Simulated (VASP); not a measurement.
# Sr (I4/mmm) in VASP: notebook

The runs below take Sr through single point, with PBEsol.

All numbers are computed with VASP 6.6.1; they aren't measurements. Logs are shortened: lines on timing, memory, paths and dates and some standing lists are left out, and cuts for length are marked.

### 1 The cell of the first run

The structure is tetragonal, space group I4/mmm (No. 139). The conventional cell has a = 4.424 Å, b = 4.424 Å, c = 5.756 Å, α = 90.00°, β = 90.00°, γ = 90.00°. Within 5.8 Å of Sr (site symmetry 4/mmm) lie 14 Sr at 4.25 to 5.76 Å.

### 2 Single point, PBEsol

Contents of INCAR:

```
SYSTEM = Sr
PREC = Accurate
ENCUT = 520
EDIFF = 1E-7
ISMEAR = 0
SIGMA = 0.03
LREAL = .False.
LASPH = .True.
NELM = 100
ALGO = Fast
ISIF = 2
LWAVE = .False.
LCHARG = .True.
GGA = PS
LELF = .True.
LVHAR = .True.
NBANDS = 11
```

Contents of KPOINTS:

```
regular mesh
0
Gamma
  10 10 10
  0 0 0
```

Contents of POSCAR:

```
Sr
1.0
    0.0000000000      3.1280947488      2.8778471689
    3.1280947488      0.0000000000      2.8778471689
    3.1280947488      3.1280947488      0.0000000000
Sr
1
Direct
    0.0000000000      0.0000000000      0.0000000000
```

Potentials or basis: VASP PAW PBE potentials, release 64 (Sr_sv).

Started as:

```bash
cat potpaw_PBE.64/Sr_sv/POTCAR > POTCAR
mpirun -np 1 vasp_std > vasp.out
```

OUTCAR:

```text
SYSTEM = Sr
   PREC = Accurate
   ENCUT = 520
   EDIFF = 1E-7
   ISMEAR = 0
   LREAL = .False.
   LASPH = .True.
   NELM = 100
   ISIF = 2
   GGA = PS

 ion  position               nearest neighbor table
   1  0.000  0.000  0.000-

  LATTYP: Found a body centered tetragonal cell.
 ALAT       =     4.4237940181
 C/A-ratio  =     1.3010764774

  Lattice vectors:

 A1 = (   0.0000000000,  -3.1280947488,  -2.8778471689)
 A2 = (   0.0000000000,   3.1280947488,  -2.8778471689)
 A3 = (   3.1280947488,   0.0000000000,   2.8778471689)

Analysis of symmetry for initial positions (statically):
=====================================================================
 Subroutine PRICEL returns:
 Original cell was already a primitive cell.

 Routine SETGRP: Setting up the symmetry group for a
 body centered tetragonal supercell.

 Subroutine GETGRP returns: Found 16 space group operations
 (whereof 16 operations were pure point group operations)
 out of a pool of 16 trial point group operations.

The static configuration has the point symmetry D_4h.

Analysis of symmetry for dynamics (positions and initial velocities):
=====================================================================
 Subroutine PRICEL returns:
 Original cell was already a primitive cell.

 Routine SETGRP: Setting up the symmetry group for a
 body centered tetragonal supercell.

 Subroutine GETGRP returns: Found 16 space group operations
 (whereof 16 operations were pure point group operations)
 out of a pool of 16 trial point group operations.

The dynamic configuration has the point symmetry D_4h.

 Subroutine INISYM returns: Found 16 space group operations
 (whereof 16 operations are pure point group operations),
 and found     1 'primitive' translations

----------------------------------------------------------------------------------------

                                     Primitive cell

  volume of cell :      56.3193

  direct lattice vectors                    reciprocal lattice vectors
     0.000000000  3.128094749  2.877847169    -0.159841706  0.159841706  0.173740984
     3.128094749  0.000000000  2.877847169     0.159841706 -0.159841706  0.173740984
     3.128094749  3.128094749  0.000000000     0.159841706  0.159841706 -0.173740984

  length of vectors
     4.250527154  4.250527154  4.423794018     0.285104667  0.285104667  0.285104667

  position of ions in fractional coordinates (direct lattice)
     0.000000000  0.000000000  0.000000000

  ion indices of the primitive-cell ions
   primitive index   ion index
                 1           1

----------------------------------------------------------------------------------------

 KPOINTS: regular mesh

Automatic generation of k-mesh.
 Grid dimensions read from file:
 generate k-points for:   10   10   10

 Generating k-lattice:

  Cartesian coordinates                     Fractional coordinates (reciprocal lattice)
    -0.015984171  0.015984171  0.017374098     0.100000000  0.000000000  0.000000000
     0.015984171 -0.015984171  0.017374098     0.000000000  0.100000000  0.000000000
     0.015984171  0.015984171 -0.017374098    -0.000000000 -0.000000000  0.100000000

  Length of vectors
     0.028510467  0.028510467  0.028510467

  Shift w.r.t. Gamma in fractional coordinates (k-lattice)
     0.000000000  0.000000000  0.000000000

 Subroutine IBZKPT returns following result:
 ===========================================

 Found    102 irreducible k-points:

 Following reciprocal coordinates:
            Coordinates               Weight
  0.000000  0.000000  0.000000      1.000000
  0.100000 -0.000000  0.000000      8.000000
  0.200000 -0.000000  0.000000      8.000000
  0.300000 -0.000000  0.000000      8.000000
  0.400000  0.000000  0.000000      8.000000
  0.500000 -0.000000  0.000000      4.000000
[... 16 lines left out ...]
  0.300000  0.300000  0.000000      2.000000
  0.400000  0.300000  0.000000      8.000000
 [... further k-points ...]
   k-points           NKPTS =    102   k-points in BZ     NKDIM =    102   number of bands    NBANDS=     11
   number of dos      NEDOS =    301   number of ions     NIONS =      1
   total plane-waves  NPLWV =  36864
   dimension x,y,z NGX =    32 NGY =   32 NGZ =   36
   dimension x,y,z NGXF=    64 NGYF=   64 NGZF=   72
   ions per type =               1
   NGX,Y,Z   is equivalent  to a cutoff of  12.52, 12.52, 13.53 a.u.
   NGXF,Y,Z  is equivalent  to a cutoff of  25.03, 25.03, 27.06 a.u.
 SYSTEM =  Sr
   PREC   = accura    normal or accurate (medium, high low for compatibility)
   ISTART =      0    job   : 0-new  1-cont  2-samecut
   ICHARG =      2    charge: 1-file 2-atom 10-const
   ISPIN  =      1    spin polarized calculation?
   LNONCOLLINEAR =      F non collinear calculations
   LSORBIT =      F    spin-orbit coupling
   LASPH  =      T    aspherical Exc in radial PAW
   ENCUT  =  520.0 eV  38.22 Ry    6.18 a.u.   7.90  7.90  8.23*2*pi/ulx,y,z
   NELM   =    100;   NELMIN=  2; NELMDL= -5     # of ELM steps
   EDIFF  = 0.1E-06   stopping-criterion for ELM
   LREAL  =      F    real-space projection
   EDIFFG = 0.1E-05   stopping-criterion for IOM
   NSW    =      0    number of steps for IOM
   IBRION =     -1    ionic relax: 0-MD 1-quasi-New 2-CG
   NFREE  =      0    steps in history (QN), initial steepest desc. (CG)
   ISIF   =      2    stress and relaxation
   ISYM   =      2    0-nonsym 1-usesym 2-fastsym
   POTIM  = 0.5000    time-step for ionic-motion
   TEBEG  =    0.0;   TEEND  =   0.0 temperature during run
   PSTRESS=    0.0 pullay stress
   NELECT =      10.0000    total number of electrons
   NUPDOWN=      -1.0000    fix difference up-down
   EMIN   =  10.00;   EMAX   =-10.00  energy-range for DOS
   EFERMI =   0.00;   METHOD = LEGACY
   ISMEAR =     0;   SIGMA  =   0.03  broadening in eV -4-tet -1-fermi 0-gaus
   EFERMI_NEDOS =   21; number of points for ismear=-14 and -15
   IALGO  =     68    algorithm
   IMIX   =      4    mixing-type and parameters
     AMIX     =   0.40;   BMIX     =  1.00
     AMIX_MAG =   1.60;   BMIX_MAG =  1.00
  volume/ion in A,a.u.               =      56.32       380.06
  Fermi-wavevector in a.u.,A,eV,Ry     =   0.920144  1.738819 11.519569  0.846664
  Thomas-Fermi vector in A             =   2.045416
   LORBIT       =      0    0 simple, 1 ext, 2 COOP (PROOUT), +10 PAW based schemes
   GGA     = PS    functional components
   LHFCALC =     F    Hartree Fock is set to
   AEXX    =    0.0000 exact exchange contribution
   IVDW    =     0    specifies the selected vdW correction
   LEPSILON=     F    determine dielectric tensor
   LRPA    =     F    only Hartree local field effects (RPA)
 non-spin polarized calculation
 RMM-DIIS sequential band-by-band and
 Gauss-broadening in eV      SIGMA  =   0.03
  energy-cutoff  :      520.00
  volume of cell :       56.32
 maximum number of plane-waves:      1546
   NGX = 15   NGY = 15   NGZ = 17

 number of electron      10.0000000 magnetization

 Free energy of the ion-electron system (eV)
  ---------------------------------------------------
  ext. energy  EPLUGINS =         0.00000000
  ---------------------------------------------------
  free energy    TOTEN  =        -1.82395693 eV

  energy without entropy =       -1.82276976  energy(sigma->0) =       -1.82336335

 E-fermi :   1.4481     XC(G=0):  -7.3579

 val. band max:        1.4395206557   @ k =  -0.4000   0.3000   0.1000
 cond. band min:       1.4482866746   @ k =  -0.4000   0.2000   0.1000
 fundamental gap:      0.0087660190
 Fermi energy:         1.4480617612

 k-point     1 :       0.0000    0.0000    0.0000
  band No.  band energies     occupation
      1     -35.1708      2.00000
      2     -17.0775      2.00000
      3     -17.0775      2.00000
      4     -17.0711      2.00000
      5      -2.2039      2.00000
      6       3.6139      0.00000
      7       3.6139      0.00000
      8       4.0188      0.00000
      9       4.8116      0.00000
     10       5.4186      0.00000
     11       8.5133      0.00000

 k-point     2 :       0.1000   -0.0000    0.0000
  band No.  band energies     occupation
      1     -35.1696      2.00000
      2     -17.0934      2.00000
      3     -17.0810      2.00000
      4     -17.0745      2.00000
      5      -2.0461      2.00000
      6       3.4599      0.00000
      7       3.6743      0.00000
      8       4.0061      0.00000
      9       4.7528      0.00000
     10       5.3024      0.00000
     11       8.9030      0.00000

 k-point     3 :       0.2000   -0.0000    0.0000
  band No.  band energies     occupation
      1     -35.1664      2.00000
      2     -17.1396      2.00000
      3     -17.0900      2.00000
      4     -17.0784      2.00000
      5      -1.5940      2.00000
      6       2.9670      0.00000
      7       3.7078      0.00000
      8       4.1027      0.00000
      9       4.8125      0.00000
     10       5.1537      0.00000
     11       8.6203      0.00000

 k-point     4 :       0.3000   -0.0000    0.0000
  band No.  band energies     occupation
      1     -35.1625      2.00000
      2     -17.1962      2.00000
      3     -17.1011      2.00000
      4     -17.0829      2.00000
      5      -0.9154      2.00000
      6       2.3792      0.00000
      7       3.5498      0.00000
      8       4.0722      0.00000
      9       5.2783      0.00000
     10       5.3367      0.00000
     11       7.7605      0.00000

 k-point     5 :       0.4000    0.0000    0.0000
  band No.  band energies     occupation
      1     -35.1593      2.00000
      2     -17.2413      2.00000
      3     -17.1101      2.00000
      4     -17.0864      2.00000
      5      -0.1526      2.00000
      6       1.8162      0.00000
      7       3.3737      0.00000
      8       3.9300      0.00000
      9       5.7617      0.00000
     10       5.9510      0.00000
     11       7.1501      0.00000
[... 211 lines left out ...]
 k-point    21 :      -0.3000    0.2000    0.0000
  band No.  band energies     occupation
      1     -35.1581      2.00000
      2     -17.2056      2.00000
      3     -17.1394      2.00000
      4     -17.1137      2.00000
      5      -0.0234      2.00000
      6       2.2329      0.00000
      7       2.9525      0.00000
      8       3.8958      0.00000
      9       5.0308      0.00000
     10       6.0814      0.00000
     11       7.5008      0.00000

 k-point    22 :      -0.2000    0.2000    0.0000
  band No.  band energies     occupation
      1     -35.1614      2.00000
      2     -17.1737      2.00000
      3     -17.1252      2.00000
      4     -17.1013      2.00000
      5      -0.7467      2.00000
      6       2.6386      0.00000
      7       3.2372      0.00000
      8       4.0685      0.00000
      9       4.4265      0.00000
     10       5.9488      0.00000
     11       8.3224      0.00000

 k-point    23 :       0.3000    0.3000    0.0000
  band No.  band energies     occupation
      1     -35.1579      2.00000
      2     -17.1889      2.00000
      3     -17.1328      2.00000
      4     -17.1328      2.00000
      5      -0.3435      2.00000
      6       2.2273      0.00000
      7       3.4242      0.00000
      8       4.4546      0.00000
      9       4.4546      0.00000
     10       5.6146      0.00000
     11       9.1579      0.00000

 k-point    24 :       0.4000    0.3000    0.0000
  band No.  band energies     occupation
      1     -35.1552      2.00000
      2     -17.2152      2.00000
      3     -17.1437      2.00000
      4     -17.1428      2.00000
      5       0.2362      2.00000
      6       1.9637      0.00000
      7       3.0217      0.00000
      8       4.5785      0.00000
      9       4.9557      0.00000
     10       6.0264      0.00000
     11       7.7137      0.00000

 [... further k-points ...]

------------------------ aborting loop because EDIFF is reached ----------------------------------------

  FORCE on cell =-STRESS in cart. coord.  units (eV):
  Direction    XX          YY          ZZ          XY          YZ          ZX
  --------------------------------------------------------------------------------------
  -------------------------------------------------------------------------------------
  Total       -0.3300762     -0.3300762     -0.3112229      0.0000000      0.0000000      0.0000000
  in kB       -9.3900375     -9.3900375     -8.8536965      0.0000000      0.0000000      0.0000000
  external PRESSURE =      -9.2112572 kB  Pullay stress =       0.0000000 kB

 VOLUME and BASIS-vectors are now :
 -----------------------------------------------------------------------------
  energy-cutoff  :      520.00
  volume of cell :       56.32
      direct lattice vectors                 reciprocal lattice vectors
     0.000000000  3.128094749  2.877847169    -0.159841706  0.159841706  0.173740984
     3.128094749  0.000000000  2.877847169     0.159841706 -0.159841706  0.173740984
     3.128094749  3.128094749  0.000000000     0.159841706  0.159841706 -0.173740984

 POSITION                                       TOTAL-FORCE (eV/Angst)
 -----------------------------------------------------------------------------------
      0.00000      0.00000      0.00000        -0.000000     -0.000000      0.000000
 -----------------------------------------------------------------------------------
    total drift:                                0.000000      0.000000      0.000000

  FREE ENERGIE OF THE ION-ELECTRON SYSTEM (eV)
  ---------------------------------------------------
  free  energy   TOTEN  =        -1.8239569339 eV

  energy  without entropy=       -1.8227697646  energy(sigma->0) =       -1.82336335
```

Run time: 1.7 min. Hardware: 1 thread of Intel Xeon 8259CL, shared host; peak memory 0.22 GiB.

What came out:

* Free energy: -1.8240 eV
* Pressure: -0.9 GPa
* Band gap on the k mesh: zero (bands 5 and 6 overlap by 0.07 eV)

Levels at points of the mesh, in eV from the Fermi level:
| k point | band 2 | band 3 | band 4 | band 5 | band 6 | band 7 | band 8 | band 9 |
| --- | --- | --- | --- | --- | --- | --- | --- | --- |
| (0.00, 0.00, 0.00) | -18.53 | -18.53 | -18.52 | -3.65 | 2.17 | 2.17 | 2.57 | 3.36 |
| (0.50, 0.00, 0.00) | -18.71 | -18.56 | -18.54 | -1.15 | 0.02 | 1.86 | 2.41 | 4.54 |
| (0.50, 0.50, 0.00) | -18.69 | -18.61 | -18.61 | -0.50 | 0.20 | 1.47 | 4.72 | 4.73 |
| (0.50, 0.00, 0.50) | -18.70 | -18.59 | -18.57 | -0.73 | 0.42 | 0.75 | 4.56 | 4.78 |

Caveat: the PAW data sets were made with another functional, which shifts forces and pressure a little.

(Part 1 of 2 ends here.)

The gap in the log of VASP goes by the Fermi energy; the results here count the filled bands.